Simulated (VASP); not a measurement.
# Al2InAs3 (P3m1) in VASP: notebook

Al2InAs3 is run at these levels: PBE; tasks: single point, relaxation of cell and atoms.

All numbers are computed with VASP 6.6.1; they aren't measurements. Logs are shortened: lines on timing, memory, paths and dates and some standing lists are left out, and cuts for length are marked.

## Step 1: The cell of the first run

It takes space group P3m1 (No. 156, trigonal). The conventional cell has a = 3.926 Å, b = 3.926 Å, c = 9.616 Å, α = 90.00°, β = 90.00°, γ = 120.00°. Al (site symmetry 3m) has 4 As at 2.40 Å within 3.2 Å. Within 3.2 Å of Al (site symmetry 3m) lie 4 As at 2.40 Å. Within 3.2 Å of In (site symmetry 3m) lie 4 As at 2.40 Å. Within 3.2 Å of As (site symmetry 3m) lie 3 Al at 2.40 Å and 1 In at 2.40 Å. As (site symmetry 3m) has 4 Al at 2.40 Å within 3.2 Å. Within 3.2 Å of As (site symmetry 3m) lie 3 In at 2.40 Å and 1 Al at 2.40 Å.

## Step 2: Single point, PBE

INCAR

```
PREC     = Accurate       # precision mode
ENCUT    = 520            # plane-wave cutoff, eV
EDIFF    = 1E-6           # SCF threshold, eV
ISMEAR   = 0              # smearing method
SIGMA    = 0.1            # smearing width, eV
LREAL    = F              # projectors in reciprocal space
LASPH    = T              # aspherical terms in the spheres
NELM     = 80             # most SCF steps
ALGO     = Normal         # electronic algorithm
ISIF     = 2              # what is computed and relaxed
LWAVE    = F              # write WAVECAR
LCHARG   = F              # write CHGCAR
GGA      = PE             # functional
NBANDS   = 26             # bands
```

KPOINTS

```
regular mesh
0
Gamma
  6 6 2
```

POSCAR

```
Al2InAs3
1.0
    3.9258917900      0.0000000000      0.0000000000
   -1.9629459000      3.3999220300      0.0000000000
    0.0000000000      0.0000000000      9.6164316800
Al In As
2 1 3
Direct
    0.3333333300      0.6666666700      0.6666666700
    0.6666666700      0.3333333300      0.3333333300
    0.0000000000      0.0000000000      0.0000000000
    0.0000000000      0.0000000000      0.7500000000
    0.3333333300      0.6666666700      0.4166666700
    0.6666666700      0.3333333300      0.0833333300
```

Potentials or basis: VASP PAW PBE potentials, release 64 (Al, In_d, As).

Run with:

```sh
> cat potpaw_PBE.64/Al/POTCAR potpaw_PBE.64/In_d/POTCAR potpaw_PBE.64/As/POTCAR > POTCAR
> mpirun -np 1 vasp_std > vasp.out
```

OUTCAR:

```text
PREC = Accurate
   ENCUT = 520
   EDIFF = 1E-6
   ISMEAR = 0
   LREAL = F
   LASPH = T
   NELM = 80
   ISIF = 2
   GGA = PE

 ion  position               nearest neighbor table
   1  0.333  0.667  0.667-   4 2.40   4 2.40   5 2.40   4 2.40
   2  0.667  0.333  0.333-   5 2.40   6 2.40   5 2.40   5 2.40
   3  0.000  0.000  0.000-   6 2.40   6 2.40   4 2.40   6 2.40
   4  0.000  0.000  0.750-   1 2.40   1 2.40   3 2.40   1 2.40
   5  0.333  0.667  0.417-   2 2.40   1 2.40   2 2.40   2 2.40
   6  0.667  0.333  0.083-   3 2.40   3 2.40   2 2.40   3 2.40

  LATTYP: Found a hexagonal cell.
 ALAT       =     3.9258917900
 C/A-ratio  =     2.4494897451

  Lattice vectors:

 A1 = (   3.9258917900,   0.0000000000,   0.0000000000)
 A2 = (  -1.9629459000,   3.3999220300,   0.0000000000)
 A3 = (   0.0000000000,   0.0000000000,   9.6164316800)

Analysis of symmetry for initial positions (statically):
=====================================================================
 Subroutine PRICEL returns:
 Original cell was already a primitive cell.

 Routine SETGRP: Setting up the symmetry group for a
 hexagonal supercell.

 Subroutine GETGRP returns: Found  6 space group operations
 (whereof  6 operations were pure point group operations)
 out of a pool of 24 trial point group operations.

The static configuration has the point symmetry C_3v.

Analysis of symmetry for dynamics (positions and initial velocities):
=====================================================================
 Subroutine PRICEL returns:
 Original cell was already a primitive cell.

 Routine SETGRP: Setting up the symmetry group for a
 hexagonal supercell.

 Subroutine GETGRP returns: Found  6 space group operations
 (whereof  6 operations were pure point group operations)
 out of a pool of 24 trial point group operations.

The dynamic configuration has the point symmetry C_3v.

 Subroutine INISYM returns: Found  6 space group operations
 (whereof  6 operations are pure point group operations),
 and found     1 'primitive' translations

----------------------------------------------------------------------------------------

                                     Primitive cell

  volume of cell :     128.3575

  direct lattice vectors                    reciprocal lattice vectors
     3.925891790  0.000000000  0.000000000     0.254719196  0.147062196  0.000000000
    -1.962945900  3.399922030  0.000000000     0.000000000  0.294124392  0.000000000
     0.000000000  0.000000000  9.616431680     0.000000000  0.000000000  0.103988676

  length of vectors
     3.925891790  3.925891799  9.616431680     0.294124393  0.294124392  0.103988676

  position of ions in fractional coordinates (direct lattice)
     0.333333330  0.666666670  0.666666670
     0.666666670  0.333333330  0.333333330
     0.000000000  0.000000000  0.000000000
     0.000000000  0.000000000  0.750000000
     0.333333330  0.666666670  0.416666670
     0.666666670  0.333333330  0.083333330

  ion indices of the primitive-cell ions
   primitive index   ion index
                 1           1
                 2           2
                 3           3
                 4           4
                 5           5
                 6           6

----------------------------------------------------------------------------------------

 KPOINTS: regular mesh

Automatic generation of k-mesh.
 Grid dimensions read from file:
 generate k-points for:    6    6    2

 Generating k-lattice:

  Cartesian coordinates                     Fractional coordinates (reciprocal lattice)
     0.042453199  0.024510366  0.000000000     0.166666667 -0.000000000  0.000000000
     0.000000000  0.049020732  0.000000000     0.000000000  0.166666667  0.000000000
     0.000000000  0.000000000  0.051994338     0.000000000  0.000000000  0.500000000

  Length of vectors
     0.049020732  0.049020732  0.051994338

  Shift w.r.t. Gamma in fractional coordinates (k-lattice)
     0.000000000  0.000000000  0.000000000

 Subroutine IBZKPT returns following result:
 ===========================================

 Found     14 irreducible k-points:

 Following reciprocal coordinates:
            Coordinates               Weight
  0.000000  0.000000  0.000000      1.000000
  0.166667  0.000000  0.000000      6.000000
  0.333333  0.000000  0.000000      6.000000
  0.500000  0.000000  0.000000      3.000000
  0.166667  0.166667  0.000000      6.000000
  0.333333  0.166667  0.000000     12.000000
  0.333333  0.333333  0.000000      2.000000
  0.000000  0.000000  0.500000      1.000000
  0.166667  0.000000  0.500000      6.000000
  0.333333  0.000000  0.500000      6.000000
  0.500000  0.000000  0.500000      3.000000
  0.166667  0.166667  0.500000      6.000000
  0.333333  0.166667  0.500000     12.000000
  0.333333  0.333333  0.500000      2.000000
   k-points           NKPTS =     14   k-points in BZ     NKDIM =     14   number of bands    NBANDS=     26
   number of dos      NEDOS =    301   number of ions     NIONS =      6
   total plane-waves  NPLWV =  64800
   dimension x,y,z NGX =    30 NGY =   30 NGZ =   72
   dimension x,y,z NGXF=    60 NGYF=   60 NGZF=  144
   ions per type =               2   1   3
   NGX,Y,Z   is equivalent  to a cutoff of  12.70, 12.70, 12.45 a.u.
   NGXF,Y,Z  is equivalent  to a cutoff of  25.41, 25.41, 24.89 a.u.
 SYSTEM =  unknown system
   PREC   = accura    normal or accurate (medium, high low for compatibility)
   ISTART =      0    job   : 0-new  1-cont  2-samecut
   ICHARG =      2    charge: 1-file 2-atom 10-const
   ISPIN  =      1    spin polarized calculation?
   LNONCOLLINEAR =      F non collinear calculations
   LSORBIT =      F    spin-orbit coupling
   LASPH  =      T    aspherical Exc in radial PAW
   ENCUT  =  520.0 eV  38.22 Ry    6.18 a.u.   7.30  7.30 17.88*2*pi/ulx,y,z
   NELM   =     80;   NELMIN=  2; NELMDL= -5     # of ELM steps
   EDIFF  = 0.1E-05   stopping-criterion for ELM
   LREAL  =      F    real-space projection
   EDIFFG = 0.1E-04   stopping-criterion for IOM
   NSW    =      0    number of steps for IOM
   IBRION =     -1    ionic relax: 0-MD 1-quasi-New 2-CG
   NFREE  =      0    steps in history (QN), initial steepest desc. (CG)
   ISIF   =      2    stress and relaxation
   ISYM   =      2    0-nonsym 1-usesym 2-fastsym
   POTIM  = 0.5000    time-step for ionic-motion
   TEBEG  =    0.0;   TEEND  =   0.0 temperature during run
   PSTRESS=    0.0 pullay stress
   NELECT =      34.0000    total number of electrons
   NUPDOWN=      -1.0000    fix difference up-down
   EMIN   =  10.00;   EMAX   =-10.00  energy-range for DOS
   EFERMI =   0.00;   METHOD = LEGACY
   ISMEAR =     0;   SIGMA  =   0.10  broadening in eV -4-tet -1-fermi 0-gaus
   EFERMI_NEDOS =   21; number of points for ismear=-14 and -15
   IALGO  =     38    algorithm
   IMIX   =      4    mixing-type and parameters
     AMIX     =   0.40;   BMIX     =  1.00
     AMIX_MAG =   1.60;   BMIX_MAG =  1.00
  volume/ion in A,a.u.               =      21.39       144.37
  Fermi-wavevector in a.u.,A,eV,Ry     =   1.051382  1.986825 15.039949  1.105405
  Thomas-Fermi vector in A             =   2.186423
   LORBIT       =      0    0 simple, 1 ext, 2 COOP (PROOUT), +10 PAW based schemes
   GGA     = PE    functional components
   LHFCALC =     F    Hartree Fock is set to
   AEXX    =    0.0000 exact exchange contribution
   IVDW    =     0    specifies the selected vdW correction
   LEPSILON=     F    determine dielectric tensor
   LRPA    =     F    only Hartree local field effects (RPA)
 non-spin polarized calculation
 Gauss-broadening in eV      SIGMA  =   0.10
  energy-cutoff  :      520.00
  volume of cell :      128.36
 maximum number of plane-waves:      3492
 NGX is ok and might be reduce to    30
   NGX = 15   NGY = 15   NGZ = 35

 number of electron      34.0000007 magnetization

 Free energy of the ion-electron system (eV)
  ---------------------------------------------------
  ext. energy  EPLUGINS =         0.00000000
  ---------------------------------------------------
  free energy    TOTEN  =       -25.01431301 eV

  energy without entropy =      -25.01431301  energy(sigma->0) =      -25.01431301

 E-fermi :   6.0502     XC(G=0):  -9.6028

 val. band max:        5.5585219892   @ k =   0.0000   0.0000   0.0000
 cond. band min:       6.6388472644   @ k =   0.5000   0.0000   0.0000
 fundamental gap:      1.0803252751
 Fermi energy:         6.0502368222

 k-point     1 :       0.0000    0.0000    0.0000
  band No.  band energies     occupation
      1      -9.4101      2.00000
      2      -9.1974      2.00000
      3      -9.1974      2.00000
      4      -8.9674      2.00000
      5      -8.9674      2.00000
      6      -7.4006      2.00000
[... 18 lines left out ...]
     25      10.0910      0.00000
     26      10.6423      0.00000

 k-point     2 :       0.1667    0.0000    0.0000
  band No.  band energies     occupation
      1      -9.4167      2.00000
      2      -9.2230      2.00000
      3      -9.1699      2.00000
      4      -8.9838      2.00000
      5      -8.9653      2.00000
      6      -7.0755      2.00000
[... 18 lines left out ...]
     25      10.6683      0.00000
     26      10.8189      0.00000

 k-point     3 :       0.3333    0.0000    0.0000
  band No.  band energies     occupation
      1      -9.4679      2.00000
      2      -9.2246      2.00000
      3      -9.1224      2.00000
      4      -9.0121      2.00000
      5      -8.9518      2.00000
      6      -6.2297      2.00000
[... 18 lines left out ...]
     25      11.5327      0.00000
     26      11.6562      0.00000

 k-point     4 :       0.5000    0.0000    0.0000
  band No.  band energies     occupation
      1      -9.5024      2.00000
      2      -9.2133      2.00000
      3      -9.1045      2.00000
      4      -9.0244      2.00000
      5      -8.9384      2.00000
      6      -5.4219      2.00000
[... 18 lines left out ...]
     25      11.5849      0.00000
     26      12.5842      0.00000

 k-point     5 :       0.1667    0.1667    0.0000
  band No.  band energies     occupation
      1      -9.4450      2.00000
      2      -9.2319      2.00000
      3      -9.1365      2.00000
      4      -9.0002      2.00000
      5      -8.9626      2.00000
      6      -6.4876      2.00000
[... 18 lines left out ...]
     25      10.6763      0.00000
     26      10.7922      0.00000

 k-point     6 :       0.3333    0.1667    0.0000
  band No.  band energies     occupation
      1      -9.4844      2.00000
      2      -9.2186      2.00000
      3      -9.1155      2.00000
      4      -9.0114      2.00000
      5      -8.9554      2.00000
      6      -5.5849      2.00000
[... 137 lines left out ...]
 k-point    11 :       0.5000    0.0000    0.5000
  band No.  band energies     occupation
      1      -9.5025      2.00000
      2      -9.2132      2.00000
      3      -9.1045      2.00000
      4      -9.0244      2.00000
      5      -8.9384      2.00000
      6      -5.4815      2.00000
[... 18 lines left out ...]
     25      12.8452      0.00000
     26      13.6290      0.00000

 k-point    12 :       0.1667    0.1667    0.5000
  band No.  band energies     occupation
      1      -9.4453      2.00000
      2      -9.2315      2.00000
      3      -9.1365      2.00000
      4      -9.0003      2.00000
      5      -8.9626      2.00000
      6      -6.3391      2.00000
[... 18 lines left out ...]
     25      11.2302      0.00000
     26      11.7261      0.00000

 k-point    13 :       0.3333    0.1667    0.5000
  band No.  band energies     occupation
      1      -9.4845      2.00000
      2      -9.2185      2.00000
      3      -9.1155      2.00000
      4      -9.0115      2.00000
      5      -8.9554      2.00000
      6      -5.4984      2.00000
[... 18 lines left out ...]
     25      11.6164      0.00000
     26      11.9028      0.00000

 k-point    14 :       0.3333    0.3333    0.5000
  band No.  band energies     occupation
      1      -9.4832      2.00000
      2      -9.2160      2.00000
      3      -9.1197      2.00000
      4      -8.9915      2.00000
      5      -8.9785      2.00000
      6      -5.0846      2.00000
[... 18 lines left out ...]
     25      12.1315      0.00000
     26      12.3010      0.00000

------------------------ aborting loop because EDIFF is reached ----------------------------------------

  FORCE on cell =-STRESS in cart. coord.  units (eV):
  Direction    XX          YY          ZZ          XY          YZ          ZX
  --------------------------------------------------------------------------------------
  -------------------------------------------------------------------------------------
  Total       13.3179934     13.3179935     13.0062885     -0.0000000      0.0000000     -0.0000000
  in kB      166.2371732    166.2371739    162.3464262     -0.0000002      0.0000000     -0.0000000
  external PRESSURE =     164.9402577 kB  Pullay stress =       0.0000000 kB

 VOLUME and BASIS-vectors are now :
 -----------------------------------------------------------------------------
  energy-cutoff  :      520.00
  volume of cell :      128.36
      direct lattice vectors                 reciprocal lattice vectors
     3.925891790  0.000000000  0.000000000     0.254719196  0.147062196  0.000000000
    -1.962945900  3.399922030  0.000000000     0.000000000  0.294124392  0.000000000
     0.000000000  0.000000000  9.616431680     0.000000000  0.000000000  0.103988676

 POSITION                                       TOTAL-FORCE (eV/Angst)
 -----------------------------------------------------------------------------------
     -0.00000      2.26661      6.41095         0.000000     -0.000000     -0.124232
      1.96295      1.13331      3.20548         0.000000     -0.000000     -0.045177
      0.00000      0.00000      0.00000        -0.000000      0.000000      0.144913
      0.00000      0.00000      7.21232         0.000000     -0.000000     -2.001387
     -0.00000      2.26661      4.00685         0.000000     -0.000000     -0.011279
      1.96295      1.13331      0.80137        -0.000000      0.000000      2.037163
 -----------------------------------------------------------------------------------
    total drift:                                0.000002     -0.000001      0.000077

  FREE ENERGIE OF THE ION-ELECTRON SYSTEM (eV)
  ---------------------------------------------------
  free  energy   TOTEN  =       -25.0143130081 eV

  energy  without entropy=      -25.0143130081  energy(sigma->0) =      -25.01431301
```

Wall time 25 s (1 thread of Intel Xeon 6975P-C (Granite Rapids), shared host); peak memory 0.26 GiB.

Results:

- Free energy: -25.0143 eV
- Pressure: 16.5 GPa
- Largest force: 2.037 eV/Å
- Band gap on the k mesh: 1.08 eV (least direct gap 1.89 eV)

Forces on the atoms (eV/Å):
```
Al   0.000  0.000 -0.124
Al   0.000  0.000 -0.045
In   0.000  0.000  0.145
As   0.000  0.000 -2.001
As   0.000  0.000 -0.011
As   0.000  0.000  2.037
```

Stress tensor (GPa, compression positive):
```
16.62  0.00  0.00
 0.00 16.62  0.00
 0.00  0.00 16.23
```

Caveat: the cell stands under pressure; spin-orbit coupling is left out, which moves the levels of the heavy elements; forces of over 1 eV/Å act on the atoms, so gaps and moduli don't describe the material at rest.

## Step 3: Single point, PBE

This run uses another cell than the first one, of 25.34 Å³/atom.

INCAR

```
PREC = Accurate
ENCUT = 520
EDIFF = 1E-6
ISMEAR = 0
SIGMA = 0.1
LREAL = False
LASPH = True
NELM = 100
ALGO = Normal
ISIF = 2
LWAVE = False
LCHARG = False
GGA = PE
NBANDS = 26
```

KPOINTS

```
Automatic mesh
0
Gamma
  6 6 2
```

POSCAR

```
Al2InAs3
1.0
    4.1525237506      0.0000000031      0.0000000000
   -2.0762618779      3.5961910563      0.0000000000
    0.0000000000      0.0000000000     10.1814466042
Al In As
2 1 3
Direct
    0.3333333333      0.6666666667      0.6605927647
    0.6666666667      0.3333333333      0.3399834077
    0.0000000000      0.0000000000     -0.0017676857
    0.0000000000      0.0000000000      0.7364786475
    0.3333333333      0.6666666667      0.4165338634
    0.6666666667      0.3333333333      0.0981790023
```

Potentials or basis: VASP PAW PBE potentials, release 64 (Al, In_d, As).

Run with:

```sh
> cat potpaw_PBE.64/Al/POTCAR potpaw_PBE.64/In_d/POTCAR potpaw_PBE.64/As/POTCAR > POTCAR
> mpirun -np 1 vasp_std > vasp.out
```

Wall time 30 s (1 thread of Intel Xeon 6975P-C (Granite Rapids), shared host); peak memory 0.29 GiB.

The run converged. Its results:

```yaml
Free_energy: -26.3210 eV
Pressure: 0.2 GPa
Largest_force: 0.011 eV/Å
Band_gap_on_the_k_mesh: 0.67 eV
```

Forces in eV/Å, atoms in the order of the input:
```
Al   0.000  0.000 -0.002
Al   0.000  0.000  0.011
In   0.000  0.000  0.005
As   0.000  0.000 -0.010
As   0.000  0.000  0.001
As   0.000  0.000 -0.004
```

Levels at points of the mesh, in eV from the valence-band top:
```tsv
k point	band 13	band 14	band 15	band 16	band 17	band 18	band 19	band 20	band 21	band 22
(0.00, 0.00, 0.00)	-0.90	-0.90	-0.32	0.00	0.00	0.67	1.35	1.77	3.76	3.76
(0.50, 0.00, 0.00)	-2.44	-2.38	-2.24	-1.66	-1.23	1.22	1.88	2.29	2.57	4.16
(0.00, 0.00, 0.50)	-1.26	-0.79	-0.79	-0.09	-0.09	1.28	1.68	1.99	3.97	4.02
(0.50, 0.00, 0.50)	-2.89	-2.33	-1.98	-1.11	-0.98	1.27	1.55	2.15	3.19	3.31
```

Caveat: semilocal functionals underestimate gaps, and a narrow one can read as zero; spin-orbit coupling is left out, which moves the levels of the heavy elements.

## Step 4: Single point, PBE

This run uses another cell than the first one, of 25.40 Å³/atom.

INCAR

```
PREC = Accurate
ENCUT = 520
EDIFF = 1E-6
ISMEAR = 0
SIGMA = 0.02
LREAL = F
LASPH = T
NELM = 100
ALGO = Normal
ISIF = 2
LWAVE = F
LCHARG = T
GGA = PE
LELF = T
LVHAR = T
NBANDS = 26
```

KPOINTS

```
regular mesh
0
Gamma
  6 6 4
```

POSCAR

```
Al2InAs3
1.0
    4.1554142717      0.0000000000      0.0000000000
   -2.0777071358      3.5986943225      0.0000000000
    0.0000000000      0.0000000000     10.1899813151
Al In As
2 1 3
Direct
    0.3333333333      0.6666666667      0.6605446244
    0.6666666667      0.3333333333      0.3400864528
    0.0000000000      0.0000000000      0.9982880079
    0.0000000000      0.0000000000      0.7363600876
    0.3333333333      0.6666666667      0.4165437707
    0.6666666667      0.3333333333      0.0981770564
```

Run with:

```sh
> cat potpaw_PBE.64/Al/POTCAR potpaw_PBE.64/In_d/POTCAR potpaw_PBE.64/As/POTCAR > POTCAR
> mpirun -np 1 vasp_std > vasp.out
```

Wall time 51 s (1 thread of Intel Xeon 6975P-C (Granite Rapids), shared host); peak memory 0.32 GiB.

The run converged. Its results:

```yaml
Free_energy: -26.3239 eV
Pressure: 0.1 GPa
Band_gap_on_the_k_mesh: 0.65 eV
```

Forces on the atoms (eV/Å):
```
Al   0.000  0.000  0.001
Al   0.000  0.000  0.003
In   0.000  0.000 -0.001
As   0.000  0.000  0.002
As   0.000  0.000 -0.002
As   0.000  0.000 -0.003
```

Levels at points of the mesh, in eV from the valence-band top:
| k point | band 15 | band 16 | band 17 | band 18 | band 19 | band 20 |
| --- | --- | --- | --- | --- | --- | --- |
| (0.00, 0.00, 0.00) | -0.32 | 0.00 | 0.00 | 0.65 | 1.34 | 1.76 |
| (0.50, 0.00, 0.00) | -2.24 | -1.66 | -1.23 | 1.23 | 1.88 | 2.29 |
| (0.00, 0.00, 0.50) | -0.79 | -0.09 | -0.09 | 1.28 | 1.67 | 1.98 |
| (0.50, 0.00, 0.50) | -1.98 | -1.11 | -0.98 | 1.27 | 1.55 | 2.15 |

Caveat: semilocal functionals underestimate gaps, and a narrow one can read as zero; spin-orbit coupling is left out, which moves the levels of the heavy elements.

(Part 1 of 2 ends here.)
